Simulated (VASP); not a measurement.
# P in VASP: further runs

Runs on P. Level: r2SCAN. Tasks: single point.

All numbers are computed with VASP 6.6.1; they aren't measurements. Logs are shortened: lines on timing, memory, paths and dates and some standing lists are left out, and cuts for length are marked.

## 1. The cell of the first run

The cell holds a sheet with vacuum, 4 atoms: a = 3.300 Å, b = 4.500 Å, c = 18.000 Å, α = 90.00°, β = 90.00°, γ = 90.00°.

## 2. Single point, r2SCAN

Input file POSCAR:

```
P
1.0
    3.3000000000      0.0000000000      0.0000000000
    0.0000000000      4.5000000000      0.0000000000
    0.0000000000      0.0000000000     18.0000000000
P
4
Direct
    0.0000000000      0.0806000000      0.5592222222
    0.5000000000      0.4194000000      0.5592222222
    0.0000000000      0.9194000000      0.4407777778
    0.5000000000      0.5806000000      0.4407777778
```

Input file INCAR.step1:

```
  ALGO = Normal
  EDIFF = 1E-5
  ENCUT = 440
  GGA = PE
  GGA_COMPAT = F
  ISMEAR = 0
  LASPH = T
  LCHARG = F
  LREAL = F
  LWAVE = T
  NBANDS = 18
  NELM = 120
  NELMDL = -8
  PREC = Accurate
  SIGMA = 0.01
```

Input file INCAR.step2:

```
  ALGO = Normal
  EDIFF = 1E-6
  ENCUT = 440
  GGA_COMPAT = F
  ISIF = 2
  ISMEAR = 0
  ISTART = 1
  LASPH = T
  LCHARG = F
  LMIXTAU = T
  LREAL = F
  LWAVE = F
  METAGGA = R2SCAN
  NBANDS = 18
  NELM = 120
  PREC = Accurate
  SIGMA = 0.01
```

Input file KPOINTS:

```
k-points
0
Gamma
  14 10 1
```

Potentials or basis: VASP PAW PBE potentials, release 64 (P).

Launch:

```bash
$ cat potpaw_PBE.64/P/POTCAR > POTCAR
$ cp INCAR.step1 INCAR
$ mpirun -np 1 vasp_std > vasp.out
$ cp INCAR.step2 INCAR
$ mpirun -np 1 vasp_std > vasp.out
```

OUTCAR:

```text
EDIFF = 1E-6
   ENCUT = 440
   ISIF = 2
   ISMEAR = 0
   ISTART = 1
   LASPH = T
   LREAL = F
   METAGGA = R2SCAN
   NELM = 120
   PREC = Accurate

 ion  position               nearest neighbor table
   1  0.000  0.081  0.559-   2 2.25   2 2.25   3 2.25
   2  0.500  0.419  0.559-   1 2.25   1 2.25   4 2.25
   3  0.000  0.919  0.441-   4 2.25   4 2.25   1 2.25
   4  0.500  0.581  0.441-   3 2.25   3 2.25   2 2.25

  LATTYP: Found a simple orthorhombic cell.
 ALAT       =     3.3000000000
 B/A-ratio  =     1.3636363636
 C/A-ratio  =     5.4545454545

  Lattice vectors:

 A1 = (   3.3000000000,   0.0000000000,   0.0000000000)
 A2 = (   0.0000000000,   4.5000000000,   0.0000000000)
 A3 = (   0.0000000000,   0.0000000000,  18.0000000000)

Analysis of symmetry for initial positions (statically):
=====================================================================
 Subroutine PRICEL returns:
 Original cell was already a primitive cell.

 Routine SETGRP: Setting up the symmetry group for a
 simple orthorhombic supercell.

 Subroutine GETGRP returns: Found  8 space group operations
 (whereof  4 operations were pure point group operations)
 out of a pool of  8 trial point group operations.

The static configuration has the point symmetry C_2h.
 The point group associated with its full space group is D_2h.

Analysis of symmetry for dynamics (positions and initial velocities):
=====================================================================
 Subroutine PRICEL returns:
 Original cell was already a primitive cell.

 Routine SETGRP: Setting up the symmetry group for a
 simple orthorhombic supercell.

 Subroutine GETGRP returns: Found  8 space group operations
 (whereof  4 operations were pure point group operations)
 out of a pool of  8 trial point group operations.

The dynamic configuration has the point symmetry C_2h.
 The point group associated with its full space group is D_2h.

 Subroutine INISYM returns: Found  8 space group operations
 (whereof  4 operations are pure point group operations),
 and found     1 'primitive' translations

----------------------------------------------------------------------------------------

                                     Primitive cell

  volume of cell :     267.3000

  direct lattice vectors                    reciprocal lattice vectors
[... 91 lines left out ...]
   EDIFF  = 0.1E-05   stopping-criterion for ELM
   LREAL  =      F    real-space projection
   EDIFFG = 0.1E-04   stopping-criterion for IOM
   NSW    =      0    number of steps for IOM
   IBRION =     -1    ionic relax: 0-MD 1-quasi-New 2-CG
   NFREE  =      0    steps in history (QN), initial steepest desc. (CG)
   ISIF   =      2    stress and relaxation
   ISYM   =      2    0-nonsym 1-usesym 2-fastsym
   POTIM  = 0.5000    time-step for ionic-motion
   TEBEG  =    0.0;   TEEND  =   0.0 temperature during run
   PSTRESS=    0.0 pullay stress
   NELECT =      20.0000    total number of electrons
   NUPDOWN=      -1.0000    fix difference up-down
   EMIN   =  10.00;   EMAX   =-10.00  energy-range for DOS
   EFERMI =   0.00;   METHOD = LEGACY
   ISMEAR =     0;   SIGMA  =   0.01  broadening in eV -4-tet -1-fermi 0-gaus
   EFERMI_NEDOS =   21; number of points for ismear=-14 and -15
   IALGO  =     38    algorithm
   IMIX   =      4    mixing-type and parameters
     AMIX     =   0.40;   BMIX     =  1.00
     AMIX_MAG =   1.60;   BMIX_MAG =  1.00
  volume/ion in A,a.u.               =      66.83       450.96
  Fermi-wavevector in a.u.,A,eV,Ry     =   0.689846  1.303619  6.474833  0.475887
  Thomas-Fermi vector in A             =   1.771046
   LORBIT       =      0    0 simple, 1 ext, 2 COOP (PROOUT), +10 PAW based schemes
   METAGGA = R2SCAN    functional components
   LHFCALC =     F    Hartree Fock is set to
   AEXX    =    0.0000 exact exchange contribution
   IVDW    =     0    specifies the selected vdW correction
   LEPSILON=     F    determine dielectric tensor
   LRPA    =     F    only Hartree local field effects (RPA)
 non-spin polarized calculation
 Gauss-broadening in eV      SIGMA  =   0.01
  energy-cutoff  :      440.00
  volume of cell :      267.30
 maximum number of plane-waves:      5651
 NGX is ok and might be reduce to    24
   NGX = 11   NGY = 15   NGZ = 61

 number of electron      19.9999999 magnetization

 Free energy of the ion-electron system (eV)
  ---------------------------------------------------
  ext. energy  EPLUGINS =         0.00000000
  ---------------------------------------------------
  free energy    TOTEN  =       -35.72265214 eV

  energy without entropy =      -35.72265214  energy(sigma->0) =      -35.72265214

 E-fermi :  -1.9530     XC(G=0):  -3.4090

 val. band max:       -2.0498032762   @ k =   0.0000   0.0000   0.0000
 cond. band min:      -0.9892144689   @ k =   0.0000   0.0000   0.0000
 fundamental gap:      1.0605888073
 Fermi energy:        -1.9530001495

 k-point     1 :       0.0000    0.0000    0.0000
  band No.  band energies     occupation
      1     -17.6779      2.00000
      2     -14.9388      2.00000
      3     -11.4848      2.00000
      4      -7.9157      2.00000
      5      -6.8032      2.00000
      6      -6.7676      2.00000
[... 481 lines left out ...]
      5      -7.2379      2.00000
      6      -7.2379      2.00000
[... 10 lines left out ...]
     17       4.7728      0.00000
     18       4.7728      0.00000

 [... further k-points ...]

------------------------ aborting loop because EDIFF is reached ----------------------------------------

  FORCE on cell =-STRESS in cart. coord.  units (eV):
  Direction    XX          YY          ZZ          XY          YZ          ZX
  --------------------------------------------------------------------------------------
  -------------------------------------------------------------------------------------
  Total       -0.5352141     -1.3909249     -0.9141770      0.0000000      0.0000000      0.0000000
  in kB       -3.2080357     -8.3371056     -5.4795121      0.0000000      0.0000000      0.0000000
  external PRESSURE =      -5.6748845 kB  Pullay stress =       0.0000000 kB

 VOLUME and BASIS-vectors are now :
 -----------------------------------------------------------------------------
  energy-cutoff  :      440.00
  volume of cell :      267.30
      direct lattice vectors                 reciprocal lattice vectors
     3.300000000  0.000000000  0.000000000     0.303030303  0.000000000  0.000000000
     0.000000000  4.500000000  0.000000000     0.000000000  0.222222222  0.000000000
     0.000000000  0.000000000 18.000000000     0.000000000  0.000000000  0.055555556

 POSITION                                       TOTAL-FORCE (eV/Angst)
 -----------------------------------------------------------------------------------
      0.00000      0.36270     10.06600         0.000000      0.701593     -0.210357
      1.65000      1.88730     10.06600        -0.000000     -0.701593     -0.210357
      0.00000      4.13730      7.93400         0.000000     -0.701593      0.210357
      1.65000      2.61270      7.93400         0.000000      0.701593      0.210357
 -----------------------------------------------------------------------------------
    total drift:                                0.000000      0.000000     -0.000000

  FREE ENERGIE OF THE ION-ELECTRON SYSTEM (eV)
  ---------------------------------------------------
  free  energy   TOTEN  =       -35.7226521355 eV

  energy  without entropy=      -35.7226521355  energy(sigma->0) =      -35.72265214
```

OSZICAR.step1:

```text
N       E                     dE             d eps       ncg     rms          rms(c)
DAV:   1     0.115124339977E+03    0.11512E+03   -0.60267E+03  1728   0.701E+02
DAV:   2    -0.861402226976E+01   -0.12374E+03   -0.11783E+03  2494   0.142E+02
DAV:   3    -0.213672303683E+02   -0.12753E+02   -0.12672E+02  2280   0.517E+01
[... 14 lines left out ...]
DAV:  18    -0.214456638730E+02    0.10852E-04   -0.76814E-06  1888   0.839E-03    0.336E-03
DAV:  19    -0.214457176776E+02   -0.53805E-04   -0.30513E-06  1702   0.616E-03    0.344E-03
DAV:  20    -0.214457386019E+02   -0.20924E-04   -0.94023E-07  1768   0.349E-03    0.142E-03
DAV:  21    -0.214457654789E+02   -0.26877E-04   -0.19040E-06  1726   0.413E-03    0.150E-03
DAV:  22    -0.214457682555E+02   -0.27766E-05   -0.10194E-07  1622   0.133E-03
   1 F= -.21445768E+02 E0= -.21445768E+02  d E =-.179668E-37
```

Run time: 22 min. Hardware: 1 thread of Intel Xeon 8259CL, shared host; peak memory 0.4 GiB.

Results:

```yaml
Free_energy: -35.7227 eV
Largest_force: 0.732 eV/Å
Band_gap_on_the_k_mesh: 1.06 eV
```

Forces on the atoms (eV/Å):
```
P    0.000  0.702 -0.210
P    0.000 -0.702 -0.210
P    0.000 -0.702  0.210
P    0.000  0.702  0.210
```

Levels at points of the mesh, in eV from the valence-band top:
```csv
k point,band 7,band 8,band 9,band 10,band 11,band 12,band 13,band 14
"(0.00, 0.00, 0.00)",-3.35,-1.85,-1.57,0.00,1.06,2.15,3.24,3.66
"(0.50, 0.00, 0.00)",-2.78,-2.78,-1.96,-1.96,1.56,1.56,2.20,2.20
"(0.00, 0.50, 0.00)",-2.42,-2.42,-1.03,-1.03,2.57,2.57,3.79,3.79
"(0.50, 0.50, 0.00)",-4.90,-4.90,-1.27,-1.27,2.85,2.85,4.40,4.40
```

Caveat: the PAW data sets were made with another functional, which shifts forces and pressure a little.

## 3. Single point, r2SCAN

This run uses another cell than the first one.

Input file POSCAR:

```
P
1.0
    3.2564229901      0.0000000000      0.0000000000
    0.0000000000      4.6348897382      0.0000000000
    0.0000000000      0.0000000000     18.0000000000
P
4
Direct
    0.0000000000      0.0909721226      0.5579705392
    0.5000000000      0.4090278774      0.5579705392
    0.0000000000      0.9090278774      0.4420294608
    0.5000000000      0.5909721226      0.4420294608
```

Input file INCAR.step1:

```
SYSTEM = P
ALGO = Normal ; EDIFF = 1E-5
ENCUT = 440 ; GGA = PE
GGA_COMPAT = .FALSE. ; ISMEAR = 0
LASPH = .TRUE. ; LCHARG = .FALSE.
LREAL = .FALSE. ; LWAVE = .TRUE.
NBANDS = 18 ; NELM = 120
NELMDL = -8 ; PREC = Accurate
SIGMA = 0.01
```

Input file INCAR.step2:

```
SYSTEM = P
ALGO = Normal ; EDIFF = 1E-6
ENCUT = 440 ; GGA_COMPAT = .FALSE.
ISIF = 2 ; ISMEAR = 0
ISTART = 1 ; LASPH = .TRUE.
LCHARG = .FALSE. ; LMIXTAU = .TRUE.
LREAL = .FALSE. ; LWAVE = .FALSE.
METAGGA = R2SCAN ; NBANDS = 18
NELM = 120 ; PREC = Accurate
SIGMA = 0.01
```

Input file KPOINTS:

```
k-points
0
G
  14 10 1
  0 0 0
```

Potentials or basis: VASP PAW PBE potentials, release 64 (P).

Launch:

```bash
$ cat potpaw_PBE.64/P/POTCAR > POTCAR
$ cp INCAR.step1 INCAR
$ mpirun -np 1 vasp_std > vasp.out
$ cp INCAR.step2 INCAR
$ mpirun -np 1 vasp_std > vasp.out
```

OUTCAR:

```text
SYSTEM = P
   EDIFF = 1E-6
   ENCUT = 440
   ISIF = 2
   ISMEAR = 0
   ISTART = 1
   LASPH = .TRUE.
   LREAL = .FALSE.
   METAGGA = R2SCAN
   NELM = 120
   PREC = Accurate

 ion  position               nearest neighbor table
   1  0.000  0.091  0.558-   2 2.20   2 2.20   3 2.25
   2  0.500  0.409  0.558-   1 2.20   1 2.20   4 2.25
   3  0.000  0.909  0.442-   4 2.20   4 2.20   1 2.25
   4  0.500  0.591  0.442-   3 2.20   3 2.20   2 2.25

  LATTYP: Found a simple orthorhombic cell.
 ALAT       =     3.2564229901
 B/A-ratio  =     1.4233070311
 C/A-ratio  =     5.5275374405

  Lattice vectors:

 A1 = (   3.2564229901,   0.0000000000,   0.0000000000)
 A2 = (   0.0000000000,   4.6348897382,   0.0000000000)
 A3 = (   0.0000000000,   0.0000000000,  18.0000000000)

Analysis of symmetry for initial positions (statically):
=====================================================================
 Subroutine PRICEL returns:
 Original cell was already a primitive cell.

 Routine SETGRP: Setting up the symmetry group for a
 simple orthorhombic supercell.

 Subroutine GETGRP returns: Found  8 space group operations
 (whereof  4 operations were pure point group operations)
 out of a pool of  8 trial point group operations.

The static configuration has the point symmetry C_2h.
 The point group associated with its full space group is D_2h.

Analysis of symmetry for dynamics (positions and initial velocities):
=====================================================================
 Subroutine PRICEL returns:
 Original cell was already a primitive cell.

 Routine SETGRP: Setting up the symmetry group for a
 simple orthorhombic supercell.

 Subroutine GETGRP returns: Found  8 space group operations
[... 124 lines left out ...]
   EFERMI_NEDOS =   21; number of points for ismear=-14 and -15
   IALGO  =     38    algorithm
   IMIX   =      4    mixing-type and parameters
     AMIX     =   0.40;   BMIX     =  1.00
     AMIX_MAG =   1.60;   BMIX_MAG =  1.00
  volume/ion in A,a.u.               =      67.92       458.34
  Fermi-wavevector in a.u.,A,eV,Ry     =   0.686121  1.296580  6.405103  0.470762
  Thomas-Fermi vector in A             =   1.766258
   LORBIT       =      0    0 simple, 1 ext, 2 COOP (PROOUT), +10 PAW based schemes
   METAGGA = R2SCAN    functional components
   LHFCALC =     F    Hartree Fock is set to
   AEXX    =    0.0000 exact exchange contribution
   IVDW    =     0    specifies the selected vdW correction
   LEPSILON=     F    determine dielectric tensor
   LRPA    =     F    only Hartree local field effects (RPA)
 non-spin polarized calculation
 Gauss-broadening in eV      SIGMA  =   0.01
  energy-cutoff  :      440.00
  volume of cell :      271.68
 maximum number of plane-waves:      5732
 NGX is ok and might be reduce to    24
   NGX = 11   NGY = 15   NGZ = 61

 number of electron      19.9999996 magnetization

 Free energy of the ion-electron system (eV)
  ---------------------------------------------------
  ext. energy  EPLUGINS =         0.00000000
  ---------------------------------------------------
  free energy    TOTEN  =       -35.78612232 eV

  energy without entropy =      -35.78612232  energy(sigma->0) =      -35.78612232

 E-fermi :  -2.0354     XC(G=0):  -3.3561

 val. band max:       -2.1018905600   @ k =   0.0714   0.0000   0.0000
 cond. band min:      -1.0502983952   @ k =   0.0000   0.0000   0.0000
 fundamental gap:      1.0515921648
 Fermi energy:        -2.0353732745

 k-point     1 :       0.0000    0.0000    0.0000
  band No.  band energies     occupation
      1     -17.9894      2.00000
      2     -15.4105      2.00000
      3     -11.7741      2.00000
      4      -8.1758      2.00000
      5      -6.9322      2.00000
      6      -6.8792      2.00000
[... 481 lines left out ...]
      5      -7.5580      2.00000
      6      -7.5580      2.00000
[... 10 lines left out ...]
     17       4.7952      0.00000
     18       4.7952      0.00000

 [... further k-points ...]

------------------------ aborting loop because EDIFF is reached ----------------------------------------

  FORCE on cell =-STRESS in cart. coord.  units (eV):
  Direction    XX          YY          ZZ          XY          YZ          ZX
  --------------------------------------------------------------------------------------
  -------------------------------------------------------------------------------------
  Total        0.7738244     -0.1987681     -0.2625714      0.0000000      0.0000000      0.0000000
  in kB        4.5635232     -1.1722076     -1.5484786      0.0000000      0.0000000      0.0000000
  external PRESSURE =       0.6142790 kB  Pullay stress =       0.0000000 kB

 VOLUME and BASIS-vectors are now :
 -----------------------------------------------------------------------------
  energy-cutoff  :      440.00
  volume of cell :      271.68
      direct lattice vectors                 reciprocal lattice vectors
     3.256422990  0.000000000  0.000000000     0.307085413  0.000000000  0.000000000
     0.000000000  4.634889738  0.000000000     0.000000000  0.215754863  0.000000000
     0.000000000  0.000000000 18.000000000     0.000000000  0.000000000  0.055555556

 POSITION                                       TOTAL-FORCE (eV/Angst)
 -----------------------------------------------------------------------------------
      0.00000      0.42165     10.04347        -0.000000      0.082552     -0.059200
      1.62821      1.89580     10.04347         0.000000     -0.082552     -0.059200
      0.00000      4.21324      7.95653         0.000000     -0.082552      0.059200
      1.62821      2.73909      7.95653        -0.000000      0.082552      0.059200
 -----------------------------------------------------------------------------------
    total drift:                               -0.000000      0.000000      0.000000

  FREE ENERGIE OF THE ION-ELECTRON SYSTEM (eV)
  ---------------------------------------------------
  free  energy   TOTEN  =       -35.7861223151 eV

  energy  without entropy=      -35.7861223151  energy(sigma->0) =      -35.78612232
```

OUTCAR.step1:

```text
SYSTEM = P
   EDIFF = 1E-5
   ENCUT = 440
   GGA = PE
   ISMEAR = 0
[... 738 lines left out ...]
      0.00000      0.42165     10.04347        -0.000000     -0.194190      0.099308
      1.62821      1.89580     10.04347        -0.000000      0.194190      0.099308
      0.00000      4.21324      7.95653        -0.000000      0.194190     -0.099308
      1.62821      2.73909      7.95653         0.000000     -0.194190     -0.099308
 -----------------------------------------------------------------------------------
    total drift:                               -0.000000     -0.000000     -0.000000

  FREE ENERGIE OF THE ION-ELECTRON SYSTEM (eV)
  ---------------------------------------------------
  free  energy   TOTEN  =       -21.4580396602 eV

  energy  without entropy=      -21.4580396602  energy(sigma->0) =      -21.45803966
```

OSZICAR.step1:

```text
N       E                     dE             d eps       ncg     rms          rms(c)
DAV:   1     0.116101379435E+03    0.11610E+03   -0.60044E+03  1728   0.697E+02
DAV:   2    -0.875163723154E+01   -0.12485E+03   -0.11822E+03  2498   0.144E+02
DAV:   3    -0.214046682506E+02   -0.12653E+02   -0.12576E+02  2242   0.521E+01
DAV:   4    -0.216717527938E+02   -0.26708E+00   -0.26670E+00  2526   0.928E+00
DAV:   5    -0.216779559129E+02   -0.62031E-02   -0.62022E-02  2692   0.127E+00
DAV:   6    -0.216780696707E+02   -0.11376E-03   -0.11376E-03  2626   0.145E-01
DAV:   7    -0.216780727307E+02   -0.30600E-05   -0.30600E-05  2552   0.209E-02
DAV:   8    -0.216780727858E+02   -0.55090E-07   -0.55112E-07  1918   0.313E-03    0.105E+01
DAV:   9    -0.215264444233E+02    0.15163E+00   -0.88833E-02  2182   0.145E+00    0.622E+00
DAV:  10    -0.214589654199E+02    0.67479E-01   -0.16589E-01  2248   0.200E+00    0.327E-01
DAV:  11    -0.214580586244E+02    0.90680E-03   -0.13912E-02  2132   0.656E-01    0.176E-01
DAV:  12    -0.214579285566E+02    0.13007E-03   -0.68014E-04  2766   0.145E-01    0.106E-01
DAV:  13    -0.214577256474E+02    0.20291E-03   -0.27669E-04  2212   0.811E-02    0.546E-02
DAV:  14    -0.214576505018E+02    0.75146E-04   -0.12510E-04  2222   0.518E-02    0.284E-02
DAV:  15    -0.214578881419E+02   -0.23764E-03   -0.23166E-04  1972   0.536E-02    0.187E-02
DAV:  16    -0.214579271803E+02   -0.39038E-04   -0.66958E-06  1922   0.151E-02    0.110E-02
DAV:  17    -0.214580349619E+02   -0.10778E-03   -0.82520E-06  1802   0.138E-02    0.376E-03
DAV:  18    -0.214580396602E+02   -0.46984E-05   -0.50819E-06  1892   0.770E-03
   1 F= -.21458040E+02 E0= -.21458040E+02  d E =-.860346E-49
```

Wall time 20 min (1 thread of Intel Xeon 8259CL, shared host); peak memory 0.4 GiB.

What came out:

```yaml
Free_energy: -35.7861 eV
Largest_force: 0.102 eV/Å
Band_gap_on_the_k_mesh: 1.05 eV
```

Forces in eV/Å, atoms in the order of the input:
```
P    0.000  0.083 -0.059
P    0.000 -0.083 -0.059
P    0.000 -0.083  0.059
P    0.000  0.083  0.059
```

Caveat: the PAW data sets were made with another functional, which shifts forces and pressure a little.

(Continued in part 2 of 2.)
